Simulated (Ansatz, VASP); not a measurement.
**Two plane-wave programs on BeS**

The input POSCAR:

```
BeS
1.0
    0.0000000000      2.4099631680      2.4099631680
    2.4099631680      0.0000000000      2.4099631680
    2.4099631680      2.4099631680      0.0000000000
Be S
1 1
Direct
    0.0000000000      0.0000000000      0.0000000000
    0.2500000000      0.2500000000      0.2500000000
```

INCAR.step1

```
SYSTEM = BeS
  PREC = Accurate
  ENCUT = 520
  ISMEAR = 0
  SIGMA = 0.01
  LREAL = .False.
  LASPH = .True.
  NELM = 100
  NBANDS = 11
  GGA = PE
  ALGO = Normal
  EDIFF = 1E-4
  LWAVE = .True.
  LCHARG = .False.
```

The input INCAR.step2:

```
SYSTEM = BeS
  PREC = Accurate
  ENCUT = 520
  EDIFF = 1E-7
  ISMEAR = 0
  SIGMA = 0.01
  LREAL = .False.
  LASPH = .True.
  NELM = 100
  ALGO = Normal
  ISIF = 2
  LWAVE = .False.
  LCHARG = .False.
  METAGGA = R2SCAN
  LMIXTAU = .True.
  NBANDS = 11
  ISTART = 1
```

File KPOINTS:

```
Automatic mesh
0
Gamma
  10 10 10
  0 0 0
```

Input for Ansatz:

```yaml
crystal:
  lattice:
    - [0.0, 2.409963168, 2.409963168]
    - [2.409963168, 0.0, 2.409963168]
    - [2.409963168, 2.409963168, 0.0]
  atoms:
    - { symbol: Be, position: [0.0, 0.0, 0.0] }
    - { symbol: S, position: [0.25, 0.25, 0.25] }
kpoints:
  mp_grid: { grid: [10, 10, 10] }
  band_path:
    path:
      - [0.0, 0.0, 0.0]
      - [-0.5, -0.5, 0.0]
      - [-0.375, -0.375, 0.25]
      - [-0.375, 0.0, 0.375]
      - [0.0, 0.0, 0.5]
      - [-0.5, -0.25, 0.25]
      - [-0.0375, 0.0, 0.0375]
      - [0.0, 0.5, 0.5]
    npoints: 1
hamiltonian:
  xc: r2scan
scf:
  occupations: { method: fixed }
  n_extra_bands: 4
output:
  forces: true
  stress: true
  eigenvalues: true
```

Change from the starting cell: hydrostatic strain -1.0%.

Alike in both runs: task single point; functional r2SCAN; k mesh 10 × 10 × 10; no spin polarisation.

```csv
,VASP,Ansatz
version,VASP 6.6.1,Ansatz 0.2.0
potentials or method,"VASP PAW PBE potentials, release 64 (Be, S)","plane waves, PAW"
plane-wave cutoff (eV),520,500
occupations,"gaussian, width 0.01 eV",fixed
valence electrons in the cell,8,8
```

Ansatz gave:

* gap on the k mesh at the Fermi level (eV): 3.52
* pressure (GPa): 3.1

Question: Estimate VASP's values.

Answer: gap on the k mesh at the Fermi level (eV): 3.53; pressure (GPa): 3.4.

VASP's potentials were made for PBE, not for r2SCAN.
